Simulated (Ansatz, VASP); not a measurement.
**MgGa2O4 in VASP and in Ansatz**

The input INCAR:

```
SYSTEM = MgGa2O4
PREC = Accurate
ENCUT = 600
EDIFF = 1E-6
ISMEAR = 1
SIGMA = 0.01
LREAL = .FALSE.
LASPH = .TRUE.
NELM = 120
ALGO = Normal
ISIF = 2
LWAVE = .FALSE.
LCHARG = .FALSE.
GGA = PE
NBANDS = 65
GGA_COMPAT = .FALSE.
```

Contents of KPOINTS:

```
regular mesh
0
G
  6 6 6
  0 0 0
```

The input POSCAR:

```
MgGa2O4
1.0
    0.0000000000      4.1769300000      4.1769300000
    4.1769300000      0.0000000000      4.1769300000
    4.1769300000      4.1769300000      0.0000000000
Mg Ga O
2 4 8
Direct
    0.5000000000      0.5000000000      0.5000000000
    0.7500000000      0.7500000000      0.7500000000
    0.1250000000      0.1250000000      0.6250000000
    0.1250000000      0.6250000000      0.1250000000
    0.6250000000      0.1250000000      0.1250000000
    0.1250000000      0.1250000000      0.1250000000
    0.8862000000      0.3414100000      0.8862000000
    0.3638000000      0.3638000000      0.9085900000
    0.3638000000      0.3638000000      0.3638000000
    0.9085900000      0.3638000000      0.3638000000
    0.8862000000      0.8862000000      0.8862000000
    0.3414100000      0.8862000000      0.8862000000
    0.3638000000      0.9085900000      0.3638000000
    0.8862000000      0.8862000000      0.3414100000
```

Input for Ansatz:

```yaml
crystal:
  lattice:
    - [0.0, 4.17693, 4.17693]
    - [4.17693, 0.0, 4.17693]
    - [4.17693, 4.17693, 0.0]
  atoms:
    - { symbol: Mg, position: [0.5, 0.5, 0.5] }
    - { symbol: Mg, position: [0.75, 0.75, 0.75] }
    - { symbol: Ga, position: [0.125, 0.125, 0.625] }
    - { symbol: Ga, position: [0.125, 0.625, 0.125] }
    - { symbol: Ga, position: [0.625, 0.125, 0.125] }
    - { symbol: Ga, position: [0.125, 0.125, 0.125] }
    - { symbol: O, position: [0.8862, 0.34141, 0.8862] }
    - { symbol: O, position: [0.3638, 0.3638, 0.90859] }
    - { symbol: O, position: [0.3638, 0.3638, 0.3638] }
    - { symbol: O, position: [0.90859, 0.3638, 0.3638] }
    - { symbol: O, position: [0.8862, 0.8862, 0.8862] }
    - { symbol: O, position: [0.34141, 0.8862, 0.8862] }
    - { symbol: O, position: [0.3638, 0.90859, 0.3638] }
    - { symbol: O, position: [0.8862, 0.8862, 0.34141] }
basis:
  ecutwfc: 571.4391111657479
kpoints:
  mp_grid:
    grid: [6, 6, 6]
hamiltonian:
  xc: pbe
scf:
  n_extra_bands: 34
  occupations:
    method: cold
    width: 0.01
output:
  dos:
    de: 0.1
    projected: true
```

Alike in both runs: task single point; functional PBE; k mesh 6 × 6 × 6; no spin polarisation.

|  | VASP | Ansatz |
| --- | --- | --- |
| version | VASP 6.6.1 | Ansatz 0.2.0 |
| potentials or method | VASP PAW PBE potentials, release 64 (Mg, Ga_d, O), cutoff 600 eV | plane waves, PAW |
| occupations | methfessel-paxton of order 1, width 0.01 eV | cold, width 0.01 eV |
| valence electrons in the cell | 104 | 120 |

Ansatz gave:

| Property | Result |
| --- | --- |
| gap on the k mesh at the Fermi level (eV) | 3.40 |

Q: Estimate VASP's values.

A: gap on the k mesh at the Fermi level (eV): 3.39.

VASP's potentials hold 104 valence electrons a cell and Ansatz's 120, so a difference there can come from the potentials and not from the codes. Ansatz's warnings: structure snapped to symmetry.
